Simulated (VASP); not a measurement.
# CuI (Cmcm) in VASP: notebook

The runs below take CuI through electric field gradients, with LDA.

All numbers are computed with VASP 6.6.1; they aren't measurements. Logs are shortened: lines on timing, memory, paths and dates and some standing lists are left out, and cuts for length are marked.

### Step 1. The cell of the first run

It takes space group Cmcm (No. 63, orthorhombic). Conventional cell: a = 7.242 Å, b = 7.200 Å, c = 4.307 Å, α = 90.00°, β = 90.00°, γ = 90.00°. Cu (site symmetry m2m) has 2 Cu at 2.44 Å and 3 I at 2.52 to 2.55 Å within 3.2 Å. Within 3.3 Å of I (site symmetry m2m) lie 3 Cu at 2.52 to 2.55 Å.

### Step 2. Electric field gradients, LDA (equal xx and yy strain of -3 %)

Input file INCAR:

```
SYSTEM = CuI
ALGO = Normal
EDIFF = 1E-8
ENCUT = 520
ISIF = 2
ISMEAR = -1
LASPH = .TRUE.
LCHARG = .FALSE.
LEFG = .TRUE.
LREAL = .FALSE.
LWAVE = .FALSE.
NBANDS = 26
NELM = 80
PREC = Accurate
SIGMA = 0.02
```

Input file KPOINTS:

```
k-points
0
G
  5 5 6
  0 0 0
```

Input file POSCAR:

```
CuI
1.0
    3.6211725623     -3.5997537789      0.0000000000
    3.6211725623      3.5997537789      0.0000000000
    0.0000000000      0.0000000000      4.3069976700
Cu I
2 2
Direct
    0.4204388300      0.5795611700      0.7500000000
    0.5795611700      0.4204388300      0.2500000000
    0.7700426800      0.2299573200      0.7500000000
    0.2299573200      0.7700426800      0.2500000000
```

Potentials or basis: VASP PAW LDA potentials, release 64 (Cu, I).

Started as:

```
$ cat potpaw_LDA.64/Cu/POTCAR potpaw_LDA.64/I/POTCAR > POTCAR
$ mpirun -np 1 vasp_std > vasp.out
```

OUTCAR:

```text
SYSTEM = CuI
   EDIFF = 1E-8
   ENCUT = 520
   ISIF = 2
   ISMEAR = -1
   LASPH = .TRUE.
   LREAL = .FALSE.
   NELM = 80
   PREC = Accurate

 ion  position               nearest neighbor table
   1  0.420  0.580  0.750-   2 2.44   2 2.44   3 2.52   4 2.55   4 2.55
   2  0.580  0.420  0.250-   1 2.44   1 2.44   4 2.52   3 2.55   3 2.55
   3  0.770  0.230  0.750-   1 2.52   2 2.55   2 2.55
   4  0.230  0.770  0.250-   2 2.52   1 2.55   1 2.55

  LATTYP: Found a base centered orthorhombic cell.
 ALAT       =     7.1995075578
 B/A-ratio  =     1.0059500690
 C/A-ratio  =     0.5982350370

  Lattice vectors:

 A1 = (  -3.6211725623,  -3.5997537789,   0.0000000000)
 A2 = (   3.6211725623,  -3.5997537789,   0.0000000000)
 A3 = (   0.0000000000,   0.0000000000,   4.3069976700)

Analysis of symmetry for initial positions (statically):
=====================================================================
 Subroutine PRICEL returns:
 Original cell was already a primitive cell.

 Routine SETGRP: Setting up the symmetry group for a
 base centered orthorhombic supercell.

 Subroutine GETGRP returns: Found  8 space group operations
 (whereof  4 operations were pure point group operations)
 out of a pool of  8 trial point group operations.

The static configuration has the point symmetry C_2h.
 The point group associated with its full space group is D_2h.

Analysis of symmetry for dynamics (positions and initial velocities):
=====================================================================
 Subroutine PRICEL returns:
 Original cell was already a primitive cell.

 Routine SETGRP: Setting up the symmetry group for a
 base centered orthorhombic supercell.

 Subroutine GETGRP returns: Found  8 space group operations
 (whereof  4 operations were pure point group operations)
 out of a pool of  8 trial point group operations.

The dynamic configuration has the point symmetry C_2h.
 The point group associated with its full space group is D_2h.

 Subroutine INISYM returns: Found  8 space group operations
 (whereof  4 operations are pure point group operations),
 and found     1 'primitive' translations

----------------------------------------------------------------------------------------

                                     Primitive cell

  volume of cell :     112.2863

  direct lattice vectors                    reciprocal lattice vectors
     3.621172562 -3.599753779  0.000000000     0.138076822 -0.138898389  0.000000000
     3.621172562  3.599753779  0.000000000     0.138076822  0.138898389  0.000000000
     0.000000000  0.000000000  4.306997670     0.000000000  0.000000000  0.232180297

  length of vectors
     5.105988444  5.105988444  4.306997670     0.195851912  0.195851912  0.232180297

  position of ions in fractional coordinates (direct lattice)
     0.420438830  0.579561170  0.750000000
     0.579561170  0.420438830  0.250000000
     0.770042680  0.229957320  0.750000000
     0.229957320  0.770042680  0.250000000

  ion indices of the primitive-cell ions
   primitive index   ion index
                 1           1
                 2           2
                 3           3
                 4           4

----------------------------------------------------------------------------------------

 KPOINTS: k-points

Automatic generation of k-mesh.
 Grid dimensions read from file:
 generate k-points for:    5    5    6

 Generating k-lattice:

  Cartesian coordinates                     Fractional coordinates (reciprocal lattice)
     0.027615364 -0.027779678  0.000000000     0.200000000  0.000000000  0.000000000
     0.027615364  0.027779678  0.000000000     0.000000000  0.200000000  0.000000000
     0.000000000  0.000000000  0.038696716     0.000000000  0.000000000  0.166666667

  Length of vectors
     0.039170382  0.039170382  0.038696716

  Shift w.r.t. Gamma in fractional coordinates (k-lattice)
     0.000000000  0.000000000  0.000000000

 Subroutine IBZKPT returns following result:
 ===========================================

 Found     36 irreducible k-points:

 Following reciprocal coordinates:
            Coordinates               Weight
  0.000000  0.000000  0.000000      1.000000
  0.200000  0.000000  0.000000      4.000000
  0.400000 -0.000000  0.000000      4.000000
  0.200000  0.200000  0.000000      2.000000
  0.400000  0.200000  0.000000      4.000000
 -0.400000  0.200000  0.000000      4.000000
[... 16 lines left out ...]
  0.400000  0.200000  0.333333      8.000000
 -0.400000  0.200000  0.333333      8.000000
 [... further k-points ...]
   k-points           NKPTS =     36   k-points in BZ     NKDIM =     36   number of bands    NBANDS=     26
   number of dos      NEDOS =    301   number of ions     NIONS =      4
   total plane-waves  NPLWV =  51200
   dimension x,y,z NGX =    40 NGY =   40 NGZ =   32
   dimension x,y,z NGXF=    80 NGYF=   80 NGZF=   64
   ions per type =               2   2
   NGX,Y,Z   is equivalent  to a cutoff of  13.02, 13.02, 12.35 a.u.
   NGXF,Y,Z  is equivalent  to a cutoff of  26.05, 26.05, 24.70 a.u.
 SYSTEM =  CuI
   PREC   = accura    normal or accurate (medium, high low for compatibility)
   ISTART =      0    job   : 0-new  1-cont  2-samecut
   ICHARG =      2    charge: 1-file 2-atom 10-const
   ISPIN  =      1    spin polarized calculation?
   LNONCOLLINEAR =      F non collinear calculations
   LSORBIT =      F    spin-orbit coupling
   LASPH  =      T    aspherical Exc in radial PAW
   ENCUT  =  520.0 eV  38.22 Ry    6.18 a.u.   9.49  9.49  8.01*2*pi/ulx,y,z
   NELM   =     80;   NELMIN=  2; NELMDL= -5     # of ELM steps
   EDIFF  = 0.1E-07   stopping-criterion for ELM
   LREAL  =      F    real-space projection
   EDIFFG = 0.1E-06   stopping-criterion for IOM
   NSW    =      0    number of steps for IOM
   IBRION =     -1    ionic relax: 0-MD 1-quasi-New 2-CG
   NFREE  =      0    steps in history (QN), initial steepest desc. (CG)
   ISIF   =      2    stress and relaxation
   ISYM   =      2    0-nonsym 1-usesym 2-fastsym
   POTIM  = 0.5000    time-step for ionic-motion
   TEBEG  =    0.0;   TEEND  =   0.0 temperature during run
   PSTRESS=    0.0 pullay stress
   NELECT =      36.0000    total number of electrons
   NUPDOWN=      -1.0000    fix difference up-down
   EMIN   =  10.00;   EMAX   =-10.00  energy-range for DOS
   EFERMI =   0.00;   METHOD = LEGACY
   ISMEAR =    -1;   SIGMA  =   0.02  broadening in eV -4-tet -1-fermi 0-gaus
   EFERMI_NEDOS =   21; number of points for ismear=-14 and -15
   IALGO  =     38    algorithm
   IMIX   =      4    mixing-type and parameters
     AMIX     =   0.40;   BMIX     =  1.00
     AMIX_MAG =   1.60;   BMIX_MAG =  1.00
  volume/ion in A,a.u.               =      28.07       189.44
  Fermi-wavevector in a.u.,A,eV,Ry     =   1.120470  2.117381 17.081466  1.255452
  Thomas-Fermi vector in A             =   2.257116
   LORBIT       =      0    0 simple, 1 ext, 2 COOP (PROOUT), +10 PAW based schemes
   GGA     = CA    functional components
   LHFCALC =     F    Hartree Fock is set to
   AEXX    =    0.0000 exact exchange contribution
   IVDW    =     0    specifies the selected vdW correction
   LEPSILON=     F    determine dielectric tensor
   LRPA    =     F    only Hartree local field effects (RPA)
 non-spin polarized calculation
  energy-cutoff  :      520.00
  volume of cell :      112.29
 maximum number of plane-waves:      3046
 NGX is ok and might be reduce to    40
   NGX = 19   NGY = 19   NGZ = 17

 number of electron      36.0000017 magnetization

 Free energy of the ion-electron system (eV)
  ---------------------------------------------------
  ext. energy  EPLUGINS =         0.00000000
  ---------------------------------------------------
  free energy    TOTEN  =       -13.57331481 eV

  energy without entropy =      -13.57331481  energy(sigma->0) =      -13.57331481

 E-fermi :   4.6083     XC(G=0):  -9.2582

 val. band max:        4.2154524106   @ k =   0.0000   0.0000   0.0000
 cond. band min:       5.2344771715   @ k =   0.0000   0.0000   0.0000
 fundamental gap:      1.0190247609
 Fermi energy:         4.6082626552

 k-point     1 :       0.0000    0.0000    0.0000
  band No.  band energies     occupation
      1      -9.8910      2.00000
      2      -8.9980      2.00000
      3      -1.5225      2.00000
      4      -0.2145      2.00000
      5      -0.0426      2.00000
      6       0.0354      2.00000
[... 18 lines left out ...]
     25      12.1880      0.00000
     26      12.5945      0.00000

 k-point     2 :       0.2000    0.0000    0.0000
  band No.  band energies     occupation
      1      -9.8084      2.00000
      2      -9.0812      2.00000
      3      -1.4508      2.00000
      4      -0.3848      2.00000
      5      -0.1699      2.00000
      6       0.1105      2.00000
[... 18 lines left out ...]
     25      12.1865      0.00000
     26      12.2184      0.00000

 k-point     3 :       0.4000   -0.0000    0.0000
  band No.  band energies     occupation
      1      -9.5943      2.00000
      2      -9.2969      2.00000
      3      -1.2157      2.00000
      4      -0.7915      2.00000
      5      -0.2716      2.00000
      6       0.3228      2.00000
[... 18 lines left out ...]
     25      11.5036      0.00000
     26      11.6255      0.00000

 k-point     4 :       0.2000    0.2000    0.0000
  band No.  band energies     occupation
      1      -9.7643      2.00000
      2      -9.1047      2.00000
      3      -1.7408      2.00000
      4      -0.2141      2.00000
      5      -0.1201      2.00000
      6       0.2491      2.00000
[... 18 lines left out ...]
     25      11.0719      0.00000
     26      12.0376      0.00000
[... 496 lines left out ...]
      1      -9.4501      2.00000
      2      -9.1029      2.00000
      3      -1.4957      2.00000
      4      -1.0387      2.00000
      5      -0.5707      2.00000
      6      -0.0635      2.00000
[... 18 lines left out ...]
     25      11.1366      0.00000
     26      11.3344      0.00000

 k-point    23 :       0.4000    0.2000    0.3333
  band No.  band energies     occupation
      1      -9.3483      2.00000
      2      -9.1682      2.00000
      3      -1.7054      2.00000
      4      -1.1198      2.00000
      5      -0.4475      2.00000
      6       0.0519      2.00000
[... 18 lines left out ...]
     25      11.2519      0.00000
     26      11.7767      0.00000

 k-point    24 :      -0.4000    0.2000    0.3333
  band No.  band energies     occupation
      1      -9.2988      2.00000
      2      -9.2190      2.00000
      3      -1.7926      2.00000
      4      -1.2486      2.00000
      5      -0.1381      2.00000
      6       0.1745      2.00000
[... 18 lines left out ...]
     25      11.7659      0.00000
     26      12.3358      0.00000

 [... further k-points ...]

------------------------ aborting loop because EDIFF is reached ----------------------------------------

  FORCE on cell =-STRESS in cart. coord.  units (eV):
  Direction    XX          YY          ZZ          XY          YZ          ZX
  --------------------------------------------------------------------------------------
  -------------------------------------------------------------------------------------
  Total       -0.7104217     -0.0629647     -1.7089371      0.0000000     -0.0000000      0.0000000
  in kB      -10.1367827     -0.8984237    -24.3842838      0.0000000     -0.0000000      0.0000000
  external PRESSURE =     -11.8064967 kB  Pullay stress =       0.0000000 kB

 VOLUME and BASIS-vectors are now :
 -----------------------------------------------------------------------------
  energy-cutoff  :      520.00
  volume of cell :      112.29
      direct lattice vectors                 reciprocal lattice vectors
     3.621172562 -3.599753779  0.000000000     0.138076822 -0.138898389  0.000000000
     3.621172562  3.599753779  0.000000000     0.138076822  0.138898389  0.000000000
     0.000000000  0.000000000  4.306997670     0.000000000  0.000000000  0.232180297

 POSITION                                       TOTAL-FORCE (eV/Angst)
 -----------------------------------------------------------------------------------
      3.62117      0.57280      3.23025         0.000000      0.140151     -0.000000
      3.62117     -0.57280      1.07675         0.000000     -0.140151     -0.000000
      3.62117     -1.94417      3.23025         0.000000     -0.169849      0.000000
      3.62117      1.94417      1.07675         0.000000      0.169849      0.000000
 -----------------------------------------------------------------------------------
    total drift:                                0.000000     -0.000000      0.000000

  FREE ENERGIE OF THE ION-ELECTRON SYSTEM (eV)
  ---------------------------------------------------
  free  energy   TOTEN  =       -13.5733148116 eV

  energy  without entropy=      -13.5733148116  energy(sigma->0) =      -13.57331481

 Electric field gradients (V/A^2)
---------------------------------------------------------------------
 ion       V_xx      V_yy      V_zz      V_xy      V_xz      V_yz
---------------------------------------------------------------------
   1      64.951   -21.749   -43.202     0.000    -0.000     0.000
   2      64.951   -21.749   -43.202    -0.000    -0.000     0.000
   3    -387.428   268.880   118.548    -0.000     0.000    -0.000
   4    -387.428   268.880   118.548     0.000    -0.000    -0.000
---------------------------------------------------------------------

 Electric field gradients after diagonalization (V/A^2)
 (convention: |V_zz| > |V_xx| > |V_yy|)
----------------------------------------------------------------------
 ion       V_xx      V_yy      V_zz     asymmetry (V_yy - V_xx)/ V_zz
----------------------------------------------------------------------
   1     -43.202   -21.749    64.951       0.330
   2     -43.202   -21.749    64.951       0.330
   3     268.880   118.548  -387.428       0.388
   4     268.880   118.548  -387.428       0.388
----------------------------------------------------------------------

           NMR quadrupolar parameters

 Cq : quadrupolar parameter    Cq=e*Q*V_zz/h
 eta: asymmetry parameters     (V_yy - V_xx)/ V_zz
 Q  : nuclear electric quadrupole moment in mb (millibarn)
----------------------------------------------------------------------
 ion       Cq(MHz)       eta       Q (mb)
----------------------------------------------------------------------
   1       0.157       0.330       1.000
   2       0.157       0.330       1.000
   3      -0.937       0.388       1.000
   4      -0.937       0.388       1.000
----------------------------------------------------------------------
```

It took 3.8 min on 1 thread of Intel Xeon Platinum 8259CL at 2.50GHz (Skylake/Cascade Lake), shared host; peak memory 0.24 GiB.

What came out:

* Free energy: -13.5733 eV
* Pressure: -1.2 GPa
* Largest force: 0.170 eV/Å
* Band gap on the k mesh: 1.02 eV
* Largest electric field gradient by atom: Cu +65.0; I -387.4 V/Å²

Forces on the atoms (eV/Å):
```
Cu   0.000  0.140  0.000
Cu   0.000 -0.140  0.000
I    0.000 -0.170  0.000
I    0.000  0.170  0.000
```

Electric field gradients, principal values (V/Å²):
| atom | least | middle | greatest (by size) |
| --- | --- | --- | --- |
| 1 Cu | -21.749 | -43.202 | 64.951 |
| 2 Cu | -21.749 | -43.202 | 64.951 |
| 3 I | 118.548 | 268.880 | -387.428 |
| 4 I | 118.548 | 268.880 | -387.428 |

Caveat: the cell differs from its parent crystal (equal xx and yy strain of -3 %); without QUAD_EFG the Cq values of the log hold for a quadrupole moment of 1 mb, not for the nuclei; spin-orbit coupling is left out, which moves the levels of the heavy elements.

(Continued in part 2 of 2.)
